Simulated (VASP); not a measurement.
A run of VASP 6.6.1 is set up as follows.

The input INCAR:

```
ALGO = Normal ; EDIFF = 1E-7
ENCUT = 520 ; GGA = PE
ISIF = 2 ; ISMEAR = 0
LASPH = T ; LCHARG = T
LELF = T ; LREAL = F
LVHAR = T ; LWAVE = F
NBANDS = 27 ; NELM = 100
PREC = Accurate ; SIGMA = 0.1
```

File KPOINTS:

```
k-points
0
Gamma
  6 6 2
```

File POSCAR:

```
BiSbTe2S
1.0
    4.6125384224      0.0000000028      0.0000000000
   -2.3062692136      3.9945754484      0.0000000000
    0.0000000000      0.0000000000     11.3545019541
Sb Bi Te S
1 1 2 1
Direct
    0.3333333333      0.6666666667      0.0000000000
    0.3333333333      0.6666666667      0.5000000000
    0.3333333333      0.6666666667      0.2553507631
    0.3333333333      0.6666666667      0.7446492369
    0.6666666667      0.3333333333      0.0000000000
```

Potentials or basis: VASP PAW PBE potentials, release 64 (Sb, Bi_d, Te, S).

The run is started by

```console
$ cat potpaw_PBE.64/Sb/POTCAR potpaw_PBE.64/Bi_d/POTCAR potpaw_PBE.64/Te/POTCAR potpaw_PBE.64/S/POTCAR > POTCAR
$ mpirun -np 1 vasp_std > vasp.out
```

Question: Estimate the largest force.

Answer: 0.019 eV/Å.

Question: What does it give for the band gap on the k mesh?

Answer: Zero (bands 19 and 20 overlap by 0.12 eV).

Question: Predict the pressure.

Answer: -0.1 GPa.

Stress tensor (GPa, compression positive):
```
-0.06  0.00  0.00
 0.00 -0.06  0.00
 0.00  0.00 -0.14
```

Caveat: spin-orbit coupling is left out, which moves the levels of the heavy elements.
